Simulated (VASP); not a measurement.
Wanted: the native input for a VASP 6.6.1 run.

```yaml
Task: single point
Functional: r2SCAN
Potentials_or_basis: VASP PAW PBE potentials, release 64 (Zn, S)
Cutoff: 520 eV
k_mesh: 12 × 12 × 4
Occupations: gaussian, width 0.01 eV
Spin: no spin polarisation
Dipole_correction: no
Further_INCAR_settings: ALGO = Normal; EDIFF = 1e-06; NBANDS = 26
```

The system is ZnS.

```xyz
4
Lattice="3.7864 0.0000 0.0000 -1.8932 3.2956 0.0000 0.0000 0.0000 6.2440" Properties=species:S:1:pos:R:3 pbc="T T T"
Zn    0.0000    2.1974    0.0039
Zn    1.8932    1.0982    3.1259
S     0.0000    2.2013    2.3376
S     1.8932    1.0944    5.4596
```

This cell differs from its parent crystal: uniaxial x strain -0.5%.

The input as run:

POSCAR

```
ZnS
1.0
    3.7864230623      0.0000000000      0.0000000000
   -1.8932115312      3.2956166447      0.0000000000
    0.0000000000      0.0000000000      6.2439931235
Zn S
2 2
Direct
    0.3333825288      0.6667650577      0.0006191035
    0.6666174712      0.3332349423      0.5006191035
    0.3339667580      0.6679335159      0.3743808965
    0.6660332420      0.3320664841      0.8743808965
```

INCAR.step1

```
SYSTEM = ZnS
  PREC = Accurate
  ENCUT = 520
  ISMEAR = 0
  SIGMA = 0.01
  LREAL = .False.
  LASPH = .True.
  NELM = 100
  NBANDS = 26
  GGA = PE
  ALGO = Normal
  EDIFF = 1E-4
  LWAVE = .True.
  LCHARG = .False.
```

INCAR.step2

```
SYSTEM = ZnS
  PREC = Accurate
  ENCUT = 520
  EDIFF = 1E-6
  ISMEAR = 0
  SIGMA = 0.01
  LREAL = .False.
  LASPH = .True.
  NELM = 100
  ALGO = Normal
  ISIF = 2
  LWAVE = .False.
  LCHARG = .False.
  METAGGA = R2SCAN
  LMIXTAU = .True.
  NBANDS = 26
  ISTART = 1
```

KPOINTS

```
regular mesh
0
Gamma
  12 12 4
  0 0 0
```

Potentials or basis: VASP PAW PBE potentials, release 64 (Zn, S).

Run with:

```console
$ cat potpaw_PBE.64/Zn/POTCAR potpaw_PBE.64/S/POTCAR > POTCAR
$ cp INCAR.step1 INCAR
$ mpirun -np 1 vasp_std > vasp.out
$ cp INCAR.step2 INCAR
$ mpirun -np 1 vasp_std > vasp.out
```

Results of the run:

```yaml
Pressure: 0.5 GPa
Largest_force: 0.007 eV/Å
Band_gap_on_the_k_mesh: 2.79 eV
```

Caveat: the cell differs from its parent crystal (uniaxial x strain -0.5%); the PAW data sets were made with another functional, which shifts forces and pressure a little.

It took 16 min on 1 thread of Intel(R) Xeon(R) Platinum 8259CL CPU @ 2.50GHz (Skylake/Cascade Lake), on a shared host, peak memory 0.35 GiB.
